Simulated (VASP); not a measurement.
Set up this calculation in VASP 6.6.1, as the native input.

```yaml
Task: single point
Functional: PBE
Potentials_or_basis: VASP PAW PBE potentials, release 64 (Pb_d, Se)
Cutoff: 520 eV
k_mesh: 6 × 6 × 4
Occupations: gaussian, width 0.02 eV
Spin: no spin polarisation
Dipole_correction: no
Further_INCAR_settings: ALGO = Normal; EDIFF = 1e-06; NBANDS = 28
```

The structure of PbSe lies in POSCAR:

```
PbSe
1.0
    4.2672173585      0.0000000000      0.0000000000
   -2.1336086793      3.6955186359      0.0000000000
    0.0000000000      0.0000000000      7.9276944000
Pb Se
2 2
Direct
    0.6666666667      0.3333333333      0.2278590000
    0.3333333333      0.6666666667      0.7278590000
    0.0000000000      0.0000000000      0.5219900000
    0.0000000000      0.0000000000      0.0219900000
```

The cell was generated, and may not be a known phase.

These files were run (other wordings do the same):

INCAR

```
SYSTEM = PbSe
PREC = Accurate ; ENCUT = 520
EDIFF = 1E-6 ; ISMEAR = 0
SIGMA = 0.02 ; LREAL = .False.
LASPH = .True. ; NELM = 60
ALGO = Normal ; ISIF = 2
LWAVE = .False. ; LCHARG = .True.
GGA = PE ; LELF = .True.
LVHAR = .True. ; NBANDS = 28
```

KPOINTS

```
Automatic mesh
0
Gamma
  6 6 4
  0 0 0
```

Potentials or basis: VASP PAW PBE potentials, release 64 (Pb_d, Se).

Command:

```sh
$ cat potpaw_PBE.64/Pb_d/POTCAR potpaw_PBE.64/Se/POTCAR > POTCAR
$ mpirun -np 1 vasp_std > vasp.out
```

It gave:

| Quantity | Value |
| --- | --- |
| Pressure | 0.0 GPa |
| Largest force | 0.004 eV/Å |
| Band gap on the k mesh | 0.72 eV |

Caveat: spin-orbit coupling is left out, which moves the levels of the heavy elements.

Run time: 59 s on 1 thread of Intel Xeon 8259CL (shared host), peak memory 0.27 GiB.
